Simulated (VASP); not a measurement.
## SiNi (rocksalt type): relaxation of cell and atoms with PBE

Crystal: SiNi (rocksalt type).

```
Ni Si
1.0
     0.00000    2.30249    2.30249
     2.30249    0.00000    2.30249
     2.30249    2.30249    0.00000
Ni Si
1 1
Direct
  0.00000 0.00000 0.00000
  0.50000 0.50000 0.50000
```

```
Program                : VASP 6.6.1
Task                   : relaxation of cell and atoms
Functional             : PBE
Potentials or basis    : VASP PAW PBE potentials, release 64 (Ni, Si)
Cutoff                 : 600 eV
k mesh                 : 15 × 15 × 15
Occupations            : fermi-dirac, width 0.05 eV
Spin                   : no spin polarisation
Dipole correction      : no
Further INCAR settings : ALGO = Normal; EDIFF = 1e-06; IBRION = 2; EDIFFG = -0.005; NSW = 60; ISIF = 3
```

```
Relaxed volume                        : 13.30 Å³/atom
Relaxed cell                          : a = 3.351 Å, b = 3.351 Å, c = 3.351 Å, α = 60.00°, β = 60.00°, γ = 60.00°
Space group after relaxing (to 0.1 Å) : Fm-3m (No. 225)
Energy gained by relaxing             : 47.3 meV/atom
Ionic steps                           : 5
Pressure after relaxing               : 0.0 GPa
Band gap on the k mesh                : zero (bands 7 and 8 overlap by 4.82 eV)
```

The path:
```tsv
step	energy change (eV)	largest force (eV/Å)	pressure (GPa)	volume (Å³)
1	0.0000	0.0000	14.79	24.41
2	-0.0381	0.0000	-8.55	28.61
3	-0.0945	0.0000	-0.07	26.65
4	-0.0945	0.0000	0.13	26.60
5	-0.0945	0.0000	-0.03	26.60
```

Final structure:
```
Ni Si
1.0
     0.00000    2.36935    2.36935
     2.36935    0.00000    2.36935
     2.36935    2.36935    0.00000
Ni Si
1 1
Direct
  0.00000 0.00000 0.00000
  0.50000 0.50000 0.50000
```

Levels at points of the mesh, in eV from the Fermi level:
| k point | band 3 | band 4 | band 5 | band 6 | band 7 | band 8 | band 9 | band 10 | band 11 |
| --- | --- | --- | --- | --- | --- | --- | --- | --- | --- |
| (0.00, 0.00, 0.00) | -2.44 | -2.44 | -2.42 | -2.42 | 4.04 | 4.04 | 4.04 | 10.10 | 10.10 |

It took 3.8 min on 1 thread of Intel Xeon 8259CL, with other jobs on the host, peak memory 0.2 GiB.

Spin polarisation is off, so any magnetic state and its effect on volume and gap are missing.
